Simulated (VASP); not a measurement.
Here is a VASP 6.6.1 calculation.

File INCAR:

```
SYSTEM = Al2Cu
PREC = Accurate
ENCUT = 520
EDIFF = 1E-6
ISMEAR = 0
SIGMA = 0.1
LREAL = .FALSE.
LASPH = .TRUE.
NELM = 100
ALGO = Fast
ISIF = 2
LWAVE = .FALSE.
LCHARG = .TRUE.
GGA = PE
LELF = .TRUE.
LVHAR = .TRUE.
NBANDS = 46
```

File KPOINTS:

```
regular mesh
0
G
  6 6 8
  0 0 0
```

POSCAR

```
Al2Cu
1.0
    6.0973671637      0.0000000000      0.0000000000
    0.0000000000      6.0973671637      0.0000000000
    0.0000000000      0.0000000000      4.7363987986
Al Cu
8 4
Direct
    0.1567301645      0.3432698355      0.0000000000
    0.1567301645      0.6567301645      0.5000000000
    0.8432698355      0.3432698355      0.5000000000
    0.8432698355      0.6567301645      0.0000000000
    0.6567301645      0.8432698355      0.5000000000
    0.6567301645      0.1567301645      0.0000000000
    0.3432698355      0.8432698355      0.0000000000
    0.3432698355      0.1567301645      0.5000000000
    0.0000000000      0.0000000000      0.7500000000
    0.0000000000      0.0000000000      0.2500000000
    0.5000000000      0.5000000000      0.2500000000
    0.5000000000      0.5000000000      0.7500000000
```

Potentials or basis: VASP PAW PBE potentials, release 64 (Al, Cu).

Command:

```bash
$ cat potpaw_PBE.64/Al/POTCAR potpaw_PBE.64/Cu/POTCAR > POTCAR
$ mpirun -np 1 vasp_std > vasp.out
```

(1) Estimate the largest force.

(2) Predict the band gap on the k mesh.

Results:

(1) 0.004 eV/Å.

(2) zero (bands 34 and 35 overlap by 1.84 eV).

Caveat: the cell differs from its parent crystal (uniaxial strain along c: -3.0 %, then relaxed in part).
